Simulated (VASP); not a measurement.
# Zn (Fm-3m) in VASP: a series of runs, part 2 of 2

VASP 6.6.1.

### 3 Single point, PBE

INCAR reads:

```
SYSTEM = Zn
PREC = Accurate
ENCUT = 520
EDIFF = 1E-6
ISMEAR = -1
SIGMA = 0.05
LREAL = .False.
LASPH = .True.
NELM = 60
ALGO = Normal
ISIF = 2
LWAVE = .False.
LCHARG = .False.
GGA = PE
NBANDS = 12
```

KPOINTS reads:

```
regular mesh
0
Gamma
  19 19 19
  0 0 0
```

POSCAR reads:

```
Zn
1.0
    0.0000000000      1.7591294119      1.7591294119
    1.7591294119      0.0000000000      1.7591294119
    1.7591294119      1.7591294119      0.0000000000
Zn
1
Direct
    0.0000000000      0.0000000000      0.0000000000
```

Potentials or basis: VASP PAW PBE potentials, release 64 (Zn).

The run is started by

```
cat potpaw_PBE.64/Zn/POTCAR > POTCAR
mpirun -np 1 vasp_std > vasp.out
```

OUTCAR:

```text
SYSTEM = Zn
   PREC = Accurate
   ENCUT = 520
   EDIFF = 1E-6
   ISMEAR = -1
   LREAL = .False.
   LASPH = .True.
   NELM = 60
   ISIF = 2
   GGA = PE

 ion  position               nearest neighbor table
   1  0.000  0.000  0.000-

  LATTYP: Found a face centered cubic cell.
 ALAT       =     3.5182588238

  Lattice vectors:

 A1 = (   0.0000000000,   1.7591294119,   1.7591294119)
 A2 = (   1.7591294119,   0.0000000000,   1.7591294119)
 A3 = (   1.7591294119,   1.7591294119,   0.0000000000)

Analysis of symmetry for initial positions (statically):
=====================================================================
 Subroutine PRICEL returns:
 Original cell was already a primitive cell.

 Routine SETGRP: Setting up the symmetry group for a
 face centered cubic supercell.

 Subroutine GETGRP returns: Found 48 space group operations
 (whereof 48 operations were pure point group operations)
 out of a pool of 48 trial point group operations.

The static configuration has the point symmetry O_h .

Analysis of symmetry for dynamics (positions and initial velocities):
=====================================================================
 Subroutine PRICEL returns:
 Original cell was already a primitive cell.

 Routine SETGRP: Setting up the symmetry group for a
 face centered cubic supercell.

 Subroutine GETGRP returns: Found 48 space group operations
 (whereof 48 operations were pure point group operations)
 out of a pool of 48 trial point group operations.

The dynamic configuration has the point symmetry O_h .

 Subroutine INISYM returns: Found 48 space group operations
 (whereof 48 operations are pure point group operations),
 and found     1 'primitive' translations

----------------------------------------------------------------------------------------

                                     Primitive cell

  volume of cell :      10.8874

  direct lattice vectors                    reciprocal lattice vectors
     0.000000000  1.759129412  1.759129412    -0.284231505  0.284231505  0.284231505
     1.759129412  0.000000000  1.759129412     0.284231505 -0.284231505  0.284231505
     1.759129412  1.759129412  0.000000000     0.284231505  0.284231505 -0.284231505

  length of vectors
     2.487784672  2.487784672  2.487784672     0.492303408  0.492303408  0.492303408

  position of ions in fractional coordinates (direct lattice)
     0.000000000  0.000000000  0.000000000

  ion indices of the primitive-cell ions
   primitive index   ion index
                 1           1

----------------------------------------------------------------------------------------

 KPOINTS: regular mesh

Automatic generation of k-mesh.
 Grid dimensions read from file:
 generate k-points for:   19   19   19

 Generating k-lattice:

  Cartesian coordinates                     Fractional coordinates (reciprocal lattice)
    -0.014959553  0.014959553  0.014959553     0.052631579  0.000000000  0.000000000
     0.014959553 -0.014959553  0.014959553     0.000000000  0.052631579  0.000000000
     0.014959553  0.014959553 -0.014959553     0.000000000  0.000000000  0.052631579

  Length of vectors
     0.025910706  0.025910706  0.025910706

  Shift w.r.t. Gamma in fractional coordinates (k-lattice)
     0.000000000  0.000000000  0.000000000

 Subroutine IBZKPT returns following result:
 ===========================================

 Found    220 irreducible k-points:

 Following reciprocal coordinates:
            Coordinates               Weight
  0.000000  0.000000  0.000000      1.000000
  0.052632  0.000000  0.000000      8.000000
  0.105263  0.000000  0.000000      8.000000
  0.157895  0.000000  0.000000      8.000000
  0.210526  0.000000  0.000000      8.000000
  0.263158  0.000000  0.000000      8.000000
[... 16 lines left out ...]
 -0.315789  0.052632  0.000000     24.000000
 -0.263158  0.052632  0.000000     24.000000
 [... further k-points ...]
   k-points           NKPTS =    220   k-points in BZ     NKDIM =    220   number of bands    NBANDS=     12
   number of dos      NEDOS =    301   number of ions     NIONS =      1
   total plane-waves  NPLWV =   8000
   dimension x,y,z NGX =    20 NGY =   20 NGZ =   20
   dimension x,y,z NGXF=    40 NGYF=   40 NGZF=   40
   ions per type =               1
   NGX,Y,Z   is equivalent  to a cutoff of  13.36, 13.36, 13.36 a.u.
   NGXF,Y,Z  is equivalent  to a cutoff of  26.73, 26.73, 26.73 a.u.
 SYSTEM =  Zn
   PREC   = accura    normal or accurate (medium, high low for compatibility)
   ISTART =      0    job   : 0-new  1-cont  2-samecut
   ICHARG =      2    charge: 1-file 2-atom 10-const
   ISPIN  =      1    spin polarized calculation?
   LNONCOLLINEAR =      F non collinear calculations
   LSORBIT =      F    spin-orbit coupling
   LASPH  =      T    aspherical Exc in radial PAW
   ENCUT  =  520.0 eV  38.22 Ry    6.18 a.u.   4.63  4.63  4.63*2*pi/ulx,y,z
   NELM   =     60;   NELMIN=  2; NELMDL= -5     # of ELM steps
   EDIFF  = 0.1E-05   stopping-criterion for ELM
   LREAL  =      F    real-space projection
   EDIFFG = 0.1E-04   stopping-criterion for IOM
   NSW    =      0    number of steps for IOM
   IBRION =     -1    ionic relax: 0-MD 1-quasi-New 2-CG
   NFREE  =      0    steps in history (QN), initial steepest desc. (CG)
   ISIF   =      2    stress and relaxation
   ISYM   =      2    0-nonsym 1-usesym 2-fastsym
   POTIM  = 0.5000    time-step for ionic-motion
   TEBEG  =    0.0;   TEEND  =   0.0 temperature during run
   PSTRESS=    0.0 pullay stress
   NELECT =      12.0000    total number of electrons
   NUPDOWN=      -1.0000    fix difference up-down
   EMIN   =  10.00;   EMAX   =-10.00  energy-range for DOS
   EFERMI =   0.00;   METHOD = LEGACY
   ISMEAR =    -1;   SIGMA  =   0.05  broadening in eV -4-tet -1-fermi 0-gaus
   EFERMI_NEDOS =   21; number of points for ismear=-14 and -15
   IALGO  =     38    algorithm
   IMIX   =      4    mixing-type and parameters
     AMIX     =   0.40;   BMIX     =  1.00
     AMIX_MAG =   1.60;   BMIX_MAG =  1.00
  volume/ion in A,a.u.               =      10.89        73.47
  Fermi-wavevector in a.u.,A,eV,Ry     =   1.691067  3.195653 38.908680  2.859707
  Thomas-Fermi vector in A             =   2.772901
   LORBIT       =      0    0 simple, 1 ext, 2 COOP (PROOUT), +10 PAW based schemes
   GGA     = PE    functional components
   LHFCALC =     F    Hartree Fock is set to
   AEXX    =    0.0000 exact exchange contribution
   IVDW    =     0    specifies the selected vdW correction
   LEPSILON=     F    determine dielectric tensor
   LRPA    =     F    only Hartree local field effects (RPA)
 non-spin polarized calculation
  energy-cutoff  :      520.00
  volume of cell :       10.89
 maximum number of plane-waves:       305
   NGX =  9   NGY =  9   NGZ =  9

 number of electron      11.9999986 magnetization

 Free energy of the ion-electron system (eV)
  ---------------------------------------------------
  ext. energy  EPLUGINS =         0.00000000
  ---------------------------------------------------
  free energy    TOTEN  =        -0.55477553 eV

  energy without entropy =       -0.55275330  energy(sigma->0) =       -0.55376441

 E-fermi :   6.0906     XC(G=0): -13.4329

 val. band max:        5.9918737432   @ k =  -0.4211   0.2105   0.0000
 cond. band min:       6.1264089529   @ k =  -0.4211   0.2105   0.1053
 fundamental gap:      0.1345352098
 Fermi energy:         6.0906248484

 k-point     1 :       0.0000    0.0000    0.0000
  band No.  band energies     occupation
      1      -7.4950      2.00000
      2      -2.8934      2.00000
      3      -2.8934      2.00000
      4      -2.8934      2.00000
      5      -2.1951      2.00000
      6      -2.1951      2.00000
      7      27.3677      0.00000
      8      29.1726      0.00000
      9      29.1726      0.00000
     10      29.1726      0.00000
     11      31.6695      0.00000
     12      31.6695      0.00000
[... 331 lines left out ...]
 k-point    24 :      -0.2632    0.0526    0.0000
  band No.  band energies     occupation
      1      -4.9196      2.00000
      2      -2.8478      2.00000
      3      -2.7473      2.00000
      4      -2.7322      2.00000
      5      -2.1314      2.00000
      6      -1.8693      2.00000
      7      13.5942      0.00000
      8      23.3050      0.00000
      9      27.4797      0.00000
     10      27.7529      0.00000
     11      30.5206      0.00000
     12      32.1030      0.00000

 [... further k-points ...]

------------------------ aborting loop because EDIFF is reached ----------------------------------------

  FORCE on cell =-STRESS in cart. coord.  units (eV):
  Direction    XX          YY          ZZ          XY          YZ          ZX
  --------------------------------------------------------------------------------------
  -------------------------------------------------------------------------------------
  Total        3.7456372      3.7456372      3.7456372     -0.0000000      0.0000000     -0.0000000
  in kB      551.2047205    551.2047205    551.2047205     -0.0000000      0.0000000     -0.0000000
  external PRESSURE =     551.2047205 kB  Pullay stress =       0.0000000 kB

 VOLUME and BASIS-vectors are now :
 -----------------------------------------------------------------------------
  energy-cutoff  :      520.00
  volume of cell :       10.89
      direct lattice vectors                 reciprocal lattice vectors
     0.000000000  1.759129412  1.759129412    -0.284231505  0.284231505  0.284231505
     1.759129412  0.000000000  1.759129412     0.284231505 -0.284231505  0.284231505
     1.759129412  1.759129412  0.000000000     0.284231505  0.284231505 -0.284231505

 POSITION                                       TOTAL-FORCE (eV/Angst)
 -----------------------------------------------------------------------------------
      0.00000      0.00000      0.00000        -0.000000      0.000000      0.000000
 -----------------------------------------------------------------------------------
    total drift:                                0.000000      0.000000      0.000000

  FREE ENERGIE OF THE ION-ELECTRON SYSTEM (eV)
  ---------------------------------------------------
  free  energy   TOTEN  =        -0.5547755275 eV

  energy  without entropy=       -0.5527532983  energy(sigma->0) =       -0.55376441
```

OSZICAR:

```text
N       E                     dE             d eps       ncg     rms          rms(c)
DAV:   1     0.408916138595E+02    0.40892E+02   -0.65403E+03  5704   0.176E+03
DAV:   2     0.197782515231E+00   -0.40694E+02   -0.38027E+02  5452   0.220E+02
DAV:   3    -0.763383821206E+00   -0.96117E+00   -0.95971E+00  6088   0.335E+01
DAV:   4    -0.764739777158E+00   -0.13560E-02   -0.13559E-02  5852   0.116E+00
DAV:   5    -0.764740339271E+00   -0.56211E-06   -0.56163E-06  6000   0.234E-02    0.636E+00
DAV:   6    -0.576007713621E+00    0.18873E+00   -0.92660E-01  6352   0.200E+01    0.404E+00
DAV:   7    -0.560782022168E+00    0.15226E-01   -0.13591E-02  5580   0.232E+00    0.200E+00
DAV:   8    -0.554787071715E+00    0.59950E-02   -0.19079E-03  6488   0.718E-01    0.287E-02
DAV:   9    -0.554776439617E+00    0.10632E-04   -0.10580E-04  7260   0.160E-01    0.278E-02
DAV:  10    -0.554775527524E+00    0.91209E-06   -0.72049E-06  5600   0.430E-02
   1 F= -.55477553E+00 E0= -.55376441E+00  d E =-.202223E-02
```

Wall time 38 s (1 thread of Intel Xeon 8259CL, shared host); peak memory 0.14 GiB.

Results:

```
Free energy            : -0.5548 eV
Pressure               : 55.1 GPa
Band gap on the k mesh : zero (bands 6 and 7 overlap by 2.80 eV)
```

Caveat: the cell stands under pressure.

### 4 Single point, PBE

INCAR reads:

```
PREC = Accurate
ENCUT = 520
EDIFF = 1E-6
ISMEAR = -1
SIGMA = 0.05
LREAL = F
LASPH = T
NELM = 60
ALGO = Normal
ISIF = 2
LWAVE = F
LCHARG = T
GGA = PE
LELF = T
LVHAR = T
NBANDS = 12
```

KPOINTS reads:

```
Automatic mesh
0
Gamma
  19 19 19
```

POSCAR reads:

```
Zn
1.0
    0.0000000000      1.7590054598      1.7590054598
    1.7590054598      0.0000000000      1.7590054598
    1.7590054598      1.7590054598      0.0000000000
Zn
1
Direct
    0.0000000000      0.0000000000      0.0000000000
```

The run is started by

```
cat potpaw_PBE.64/Zn/POTCAR > POTCAR
mpirun -np 1 vasp_std > vasp.out
```

Wall time 24 s (1 thread of Intel Xeon 8259CL, shared host); peak memory 0.14 GiB.

It converged, with:

| Item | Value |
| --- | --- |
| Free energy | -0.5540 eV |
| Pressure | 55.2 GPa |
| Band gap on the k mesh | zero (bands 6 and 7 overlap by 2.80 eV) |

Levels at points of the mesh, in eV from the Fermi level:
```csv
k point,band 2,band 3,band 4,band 5,band 6,band 7,band 8,band 9,band 10,band 11
"(0.00, 0.00, 0.00)",-8.99,-8.99,-8.99,-8.29,-8.29,21.28,23.08,23.09,23.09,25.58
```

Caveat: the cell stands under pressure.

### 5 Single point, PBE

This run uses another cell than the first one, of 15.17 Å³/atom.

INCAR reads:

```
SYSTEM = Zn
ALGO = Normal
EDIFF = 1E-6
ENCUT = 520
GGA = PE
ISIF = 2
ISMEAR = -1
LASPH = .True.
LCHARG = .False.
LREAL = .False.
LWAVE = .False.
NBANDS = 12
NELM = 80
PREC = Accurate
SIGMA = 0.05
```

KPOINTS reads:

```
k-points
0
Gamma
  17 17 17
  0 0 0
```

POSCAR reads:

```
Zn
1.0
    0.0000000000      1.9648782217      1.9648782217
    1.9648782217      0.0000000000      1.9648782217
    1.9648782217      1.9648782217      0.0000000000
Zn
1
Direct
    0.0000000000      0.0000000000      0.0000000000
```

The run is started by

```
cat potpaw_PBE.64/Zn/POTCAR > POTCAR
mpirun -np 1 vasp_std > vasp.out
```

Wall time 31 s (1 thread of Intel Xeon 8259CL, shared host); peak memory 0.16 GiB.

The run converged. Its results:

| Property | Result |
| --- | --- |
| Free energy | -1.0880 eV |
| Pressure | 0.4 GPa |
| Band gap on the k mesh | zero (bands 6 and 7 overlap by 2.60 eV) |

Levels at points of the mesh, in eV from the Fermi level:
| k point | band 4 | band 5 | band 6 | band 7 | band 8 | band 9 |
| --- | --- | --- | --- | --- | --- | --- |
| (0.00, 0.00, 0.00) | -7.61 | -7.23 | -7.23 | 18.28 | 18.28 | 18.28 |
